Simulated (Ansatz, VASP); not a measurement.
One calculation of SnSe, two programs

```
Sn Se
1.0
     0.00000    3.06216    3.06216
     3.06216    0.00000    3.06216
     3.06216    3.06216    0.00000
Sn Se
1 1
Direct
  0.00000 0.00000 0.00000
  0.50000 0.50000 0.50000
```

Change from the starting cell: hydrostatic strain +2.0%.

Alike in both runs: task single point; functional PBE; k mesh 8 × 8 × 8; occupations fermi-dirac, width 0.02 eV; no spin polarisation.

```csv
,VASP,Ansatz
version,VASP 6.6.1,Ansatz 0.2.0
potentials or method,"VASP PAW PBE potentials, release 64 (Sn_d, Se)","plane waves, PAW"
plane-wave cutoff (eV),500,420
valence electrons in the cell,20,30
```

```csv
,VASP,Ansatz,Ansatz less VASP
pressure (GPa),-1.5,-1.5,+0.02
```

VASP's potentials hold 20 valence electrons a cell and Ansatz's 30, so a difference there can come from the potentials and not from the codes.
